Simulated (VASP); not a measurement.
# In (P6/mmm) in VASP: a series of runs

The runs below take In through single point, with LDA.

All numbers are computed with VASP 6.6.1; they aren't measurements. Logs are shortened: lines on timing, memory, paths and dates and some standing lists are left out, and cuts for length are marked.

### Step 1. The cell of the first run

Symmetry: P6/mmm, No. 191, hexagonal system. The conventional cell has a = 3.047 Å, b = 3.047 Å, c = 2.883 Å, α = 90.00°, β = 90.00°, γ = 120.00°. In (site symmetry 6/mmm) has 8 In at 2.88 to 3.05 Å within 3.8 Å.

This isn't the form of In at room conditions, which is tetragonal.

### Step 2. Single point, LDA

Input file INCAR:

```
SYSTEM = In
PREC = Accurate ; ENCUT = 520
EDIFF = 1E-6 ; ISMEAR = -1
SIGMA = 0.05 ; LREAL = .False.
LASPH = .True. ; NELM = 80
ALGO = Normal ; ISIF = 2
LWAVE = .False. ; LCHARG = .True.
LELF = .True. ; LVHAR = .True.
NBANDS = 12
```

Input file KPOINTS:

```
Automatic mesh
0
Gamma
  14 14 13
  0 0 0
```

Input file POSCAR:

```
In
1.0
    3.0474585526      0.0000000000      0.0000000000
   -1.5237292763      2.6391765235      0.0000000000
    0.0000000000      0.0000000000      2.8833344536
In
1
Direct
    0.0000000000      0.0000000000      0.0000000000
```

Potentials or basis: VASP PAW LDA potentials, release 64 (In_d).

Started as:

```sh
> cat potpaw_LDA.64/In_d/POTCAR > POTCAR
> mpirun -np 1 vasp_std > vasp.out
```

OUTCAR:

```text
SYSTEM = In
   PREC = Accurate
   ENCUT = 520
   EDIFF = 1E-6
   ISMEAR = -1
   LREAL = .False.
   LASPH = .True.
   NELM = 80
   ISIF = 2

 ion  position               nearest neighbor table
   1  0.000  0.000  0.000-

  LATTYP: Found a hexagonal cell.
 ALAT       =     3.0474585526
 C/A-ratio  =     0.9461439438

  Lattice vectors:

 A1 = (   3.0474585526,   0.0000000000,   0.0000000000)
 A2 = (  -1.5237292763,   2.6391765235,   0.0000000000)
 A3 = (   0.0000000000,   0.0000000000,   2.8833344536)

Analysis of symmetry for initial positions (statically):
=====================================================================
 Subroutine PRICEL returns:
 Original cell was already a primitive cell.

 Routine SETGRP: Setting up the symmetry group for a
 hexagonal supercell.

 Subroutine GETGRP returns: Found 24 space group operations
 (whereof 24 operations were pure point group operations)
 out of a pool of 24 trial point group operations.

The static configuration has the point symmetry D_6h.

Analysis of symmetry for dynamics (positions and initial velocities):
=====================================================================
 Subroutine PRICEL returns:
 Original cell was already a primitive cell.

 Routine SETGRP: Setting up the symmetry group for a
 hexagonal supercell.

 Subroutine GETGRP returns: Found 24 space group operations
 (whereof 24 operations were pure point group operations)
 out of a pool of 24 trial point group operations.

The dynamic configuration has the point symmetry D_6h.

 Subroutine INISYM returns: Found 24 space group operations
 (whereof 24 operations are pure point group operations),
 and found     1 'primitive' translations

----------------------------------------------------------------------------------------

                                     Primitive cell

  volume of cell :      23.1900

  direct lattice vectors                    reciprocal lattice vectors
     3.047458553  0.000000000  0.000000000     0.328142281  0.189453034  0.000000000
    -1.523729276  2.639176524  0.000000000     0.000000000  0.378906068  0.000000000
     0.000000000  0.000000000  2.883334454     0.000000000  0.000000000  0.346820674

  length of vectors
     3.047458553  3.047458553  2.883334454     0.378906068  0.378906068  0.346820674

  position of ions in fractional coordinates (direct lattice)
     0.000000000  0.000000000  0.000000000

  ion indices of the primitive-cell ions
   primitive index   ion index
                 1           1

----------------------------------------------------------------------------------------

 KPOINTS: Automatic mesh

Automatic generation of k-mesh.
 Grid dimensions read from file:
 generate k-points for:   14   14   13

 Generating k-lattice:

  Cartesian coordinates                     Fractional coordinates (reciprocal lattice)
     0.023438734  0.013532360  0.000000000     0.071428571  0.000000000  0.000000000
     0.000000000  0.027064719  0.000000000     0.000000000  0.071428571  0.000000000
     0.000000000  0.000000000  0.026678513     0.000000000  0.000000000  0.076923077

  Length of vectors
     0.027064719  0.027064719  0.026678513

  Shift w.r.t. Gamma in fractional coordinates (k-lattice)
     0.000000000  0.000000000  0.000000000

 Subroutine IBZKPT returns following result:
 ===========================================

 Found    168 irreducible k-points:

 Following reciprocal coordinates:
            Coordinates               Weight
  0.000000  0.000000  0.000000      1.000000
  0.071429  0.000000  0.000000      6.000000
  0.142857  0.000000  0.000000      6.000000
  0.214286  0.000000  0.000000      6.000000
  0.285714  0.000000  0.000000      6.000000
  0.357143  0.000000  0.000000      6.000000
[... 16 lines left out ...]
  0.285714  0.285714  0.000000      6.000000
  0.357143  0.285714  0.000000      6.000000
 [... further k-points ...]
   k-points           NKPTS =    168   k-points in BZ     NKDIM =    168   number of bands    NBANDS=     12
   number of dos      NEDOS =    301   number of ions     NIONS =      1
   total plane-waves  NPLWV =  13824
   dimension x,y,z NGX =    24 NGY =   24 NGZ =   24
   dimension x,y,z NGXF=    48 NGYF=   48 NGZF=   48
   ions per type =               1
   NGX,Y,Z   is equivalent  to a cutoff of  13.09, 13.09, 13.84 a.u.
   NGXF,Y,Z  is equivalent  to a cutoff of  26.19, 26.19, 27.68 a.u.
 SYSTEM =  In
   PREC   = accura    normal or accurate (medium, high low for compatibility)
   ISTART =      0    job   : 0-new  1-cont  2-samecut
   ICHARG =      2    charge: 1-file 2-atom 10-const
   ISPIN  =      1    spin polarized calculation?
   LNONCOLLINEAR =      F non collinear calculations
   LSORBIT =      F    spin-orbit coupling
   LASPH  =      T    aspherical Exc in radial PAW
   ENCUT  =  520.0 eV  38.22 Ry    6.18 a.u.   5.67  5.67  5.36*2*pi/ulx,y,z
   NELM   =     80;   NELMIN=  2; NELMDL= -5     # of ELM steps
   EDIFF  = 0.1E-05   stopping-criterion for ELM
   LREAL  =      F    real-space projection
   EDIFFG = 0.1E-04   stopping-criterion for IOM
   NSW    =      0    number of steps for IOM
   IBRION =     -1    ionic relax: 0-MD 1-quasi-New 2-CG
   NFREE  =      0    steps in history (QN), initial steepest desc. (CG)
   ISIF   =      2    stress and relaxation
   ISYM   =      2    0-nonsym 1-usesym 2-fastsym
   POTIM  = 0.5000    time-step for ionic-motion
   TEBEG  =    0.0;   TEEND  =   0.0 temperature during run
   PSTRESS=    0.0 pullay stress
   NELECT =      13.0000    total number of electrons
   NUPDOWN=      -1.0000    fix difference up-down
   EMIN   =  10.00;   EMAX   =-10.00  energy-range for DOS
   EFERMI =   0.00;   METHOD = LEGACY
   ISMEAR =    -1;   SIGMA  =   0.05  broadening in eV -4-tet -1-fermi 0-gaus
   EFERMI_NEDOS =   21; number of points for ismear=-14 and -15
   IALGO  =     38    algorithm
   IMIX   =      4    mixing-type and parameters
     AMIX     =   0.40;   BMIX     =  1.00
     AMIX_MAG =   1.60;   BMIX_MAG =  1.00
  volume/ion in A,a.u.               =      23.19       156.49
  Fermi-wavevector in a.u.,A,eV,Ry     =   1.349860  2.550866 24.791490  1.822123
  Thomas-Fermi vector in A             =   2.477412
   LORBIT       =      0    0 simple, 1 ext, 2 COOP (PROOUT), +10 PAW based schemes
   GGA     = CA    functional components
   LHFCALC =     F    Hartree Fock is set to
   AEXX    =    0.0000 exact exchange contribution
   IVDW    =     0    specifies the selected vdW correction
   LEPSILON=     F    determine dielectric tensor
   LRPA    =     F    only Hartree local field effects (RPA)
 non-spin polarized calculation
  energy-cutoff  :      520.00
  volume of cell :       23.19
 maximum number of plane-waves:       640
 NGX is ok and might be reduce to    24
   NGX = 11   NGY = 11   NGZ = 11

 number of electron      12.9999995 magnetization

 Free energy of the ion-electron system (eV)
  ---------------------------------------------------
  ext. energy  EPLUGINS =         0.00000000
  ---------------------------------------------------
  free energy    TOTEN  =        -3.15414935 eV

  energy without entropy =       -3.15005447  energy(sigma->0) =       -3.15210191

 E-fermi :   8.5289     XC(G=0): -11.0696

 val. band max:        8.5281254661   @ k =   0.2857   0.2857   0.0769
 cond. band min:       8.5574351998   @ k =   0.2857   0.0714   0.3846
 fundamental gap:      0.0293097337
 Fermi energy:         8.5289076643

 k-point     1 :       0.0000    0.0000    0.0000
  band No.  band energies     occupation
      1      -6.7398      2.00000
      2      -6.2066      2.00000
      3      -6.2066      2.00000
      4      -5.6621      2.00000
      5      -5.6621      2.00000
      6      -1.8713      2.00000
      7      16.4143      0.00000
      8      19.3412      0.00000
      9      19.3412      0.00000
     10      20.3596      0.00000
     11      20.7518      0.00000
     12      23.5987      0.00000

 k-point     2 :       0.0714    0.0000    0.0000
  band No.  band energies     occupation
      1      -6.7252      2.00000
      2      -6.2158      2.00000
      3      -6.1788      2.00000
      4      -5.6760      2.00000
      5      -5.6652      2.00000
      6      -1.7515      2.00000
      7      16.5620      0.00000
      8      18.0242      0.00000
      9      18.8199      0.00000
     10      20.2601      0.00000
     11      20.5231      0.00000
     12      24.2498      0.00000

 k-point     3 :       0.1429    0.0000    0.0000
  band No.  band energies     occupation
      1      -6.6875      2.00000
      2      -6.2407      2.00000
      3      -6.0999      2.00000
      4      -5.7147      2.00000
      5      -5.6739      2.00000
      6      -1.3877      2.00000
      7      15.5761      0.00000
      8      16.9983      0.00000
      9      17.7692      0.00000
     10      19.7617      0.00000
     11      20.6956      0.00000
     12      25.6808      0.00000
[... 286 lines left out ...]
 k-point    23 :       0.2857    0.2857    0.0000
  band No.  band energies     occupation
      1      -6.4495      2.00000
      2      -6.1568      2.00000
      3      -5.8885      2.00000
      4      -5.8791      2.00000
      5      -5.8083      2.00000
      6       4.0446      2.00000
      7       7.2035      2.00000
      8       8.4082      1.83576
      9      22.2772      0.00000
     10      23.0945      0.00000
     11      25.2149      0.00000
     12      26.2827      0.00000

 k-point    24 :       0.3571    0.2857    0.0000
  band No.  band energies     occupation
      1      -6.4387      2.00000
      2      -6.0982      2.00000
      3      -5.9422      2.00000
      4      -5.8697      2.00000
      5      -5.8279      2.00000
      6       5.0236      2.00000
      7       6.4025      2.00000
      8       7.8904      1.99999
      9      22.8898      0.00000
     10      23.6397      0.00000
     11      24.6123      0.00000
     12      26.0911      0.00000

 [... further k-points ...]

------------------------ aborting loop because EDIFF is reached ----------------------------------------

  FORCE on cell =-STRESS in cart. coord.  units (eV):
  Direction    XX          YY          ZZ          XY          YZ          ZX
  --------------------------------------------------------------------------------------
  -------------------------------------------------------------------------------------
  Total        0.7406084      0.7406084      0.7404199      0.0000000      0.0000000      0.0000000
  in kB       51.1679443     51.1679443     51.1549158      0.0000000      0.0000000      0.0000000
  external PRESSURE =      51.1636014 kB  Pullay stress =       0.0000000 kB

 VOLUME and BASIS-vectors are now :
 -----------------------------------------------------------------------------
  energy-cutoff  :      520.00
  volume of cell :       23.19
      direct lattice vectors                 reciprocal lattice vectors
     3.047458553  0.000000000  0.000000000     0.328142281  0.189453034  0.000000000
    -1.523729276  2.639176524  0.000000000     0.000000000  0.378906068  0.000000000
     0.000000000  0.000000000  2.883334454     0.000000000  0.000000000  0.346820674

 POSITION                                       TOTAL-FORCE (eV/Angst)
 -----------------------------------------------------------------------------------
      0.00000      0.00000      0.00000         0.000000      0.000000      0.000000
 -----------------------------------------------------------------------------------
    total drift:                                0.000000      0.000000      0.000000

  FREE ENERGIE OF THE ION-ELECTRON SYSTEM (eV)
  ---------------------------------------------------
  free  energy   TOTEN  =        -3.1541493466 eV

  energy  without entropy=       -3.1500544656  energy(sigma->0) =       -3.15210191
```

Wall time 41 s (1 thread of Intel Xeon 8259CL, shared host); peak memory 0.16 GiB.

What came out:

| Property | Result |
| --- | --- |
| Free energy | -3.1541 eV |
| Pressure | 5.1 GPa |
| Band gap on the k mesh | zero (an odd number of electrons rules out a gap without spin polarisation) |

Caveat: the cell stands under pressure; spin-orbit coupling is left out, which moves the levels of the heavy elements.

### Step 3. Single point, LDA

Input file INCAR:

```
SYSTEM = In
PREC     = Accurate       ! precision mode
ENCUT    = 520            ! plane-wave cutoff, eV
EDIFF    = 1E-6           ! SCF threshold, eV
ISMEAR   = -1             ! smearing method
SIGMA    = 0.05           ! smearing width, eV
LREAL    = .FALSE.        ! projectors in reciprocal space
LASPH    = .TRUE.         ! aspherical terms in the spheres
NELM     = 60             ! most SCF steps
ALGO     = Normal         ! electronic algorithm
ISIF     = 2              ! what is computed and relaxed
LWAVE    = .FALSE.        ! write WAVECAR
LCHARG   = .FALSE.        ! write CHGCAR
GGA      = CA             ! functional
NBANDS   = 12             ! bands
```

Input file KPOINTS:

```
Automatic mesh
0
G
  14 14 13
  0 0 0
```

POSCAR is that of step 2.

Potentials or basis: VASP PAW LDA potentials, release 64 (In_d).

Started as:

```sh
> cat potpaw_LDA.64/In_d/POTCAR > POTCAR
> mpirun -np 1 vasp_std > vasp.out
```

It took 41 s on 1 thread of Intel Xeon 8259CL, shared host; peak memory 0.16 GiB.

Results (log left out):

```
Free energy            : -3.1541 eV
Pressure               : 5.1 GPa
Band gap on the k mesh : zero (an odd number of electrons rules out a gap without spin polarisation)
```

Levels at points of the mesh, in eV from the Fermi level:
| k point | band 2 | band 3 | band 4 | band 5 | band 6 | band 7 | band 8 | band 9 | band 10 | band 11 |
| --- | --- | --- | --- | --- | --- | --- | --- | --- | --- | --- |
| (0.00, 0.00, 0.00) | -14.74 | -14.74 | -14.19 | -14.19 | -10.40 | 7.89 | 10.81 | 10.81 | 11.83 | 12.22 |
| (0.50, 0.00, 0.00) | -14.81 | -14.46 | -14.25 | -14.14 | -4.52 | -3.91 | 5.87 | 9.95 | 12.86 | 13.69 |

Caveat: the cell stands under pressure; spin-orbit coupling is left out, which moves the levels of the heavy elements.

The gap in the log of VASP goes by the Fermi energy; the results here count the filled bands.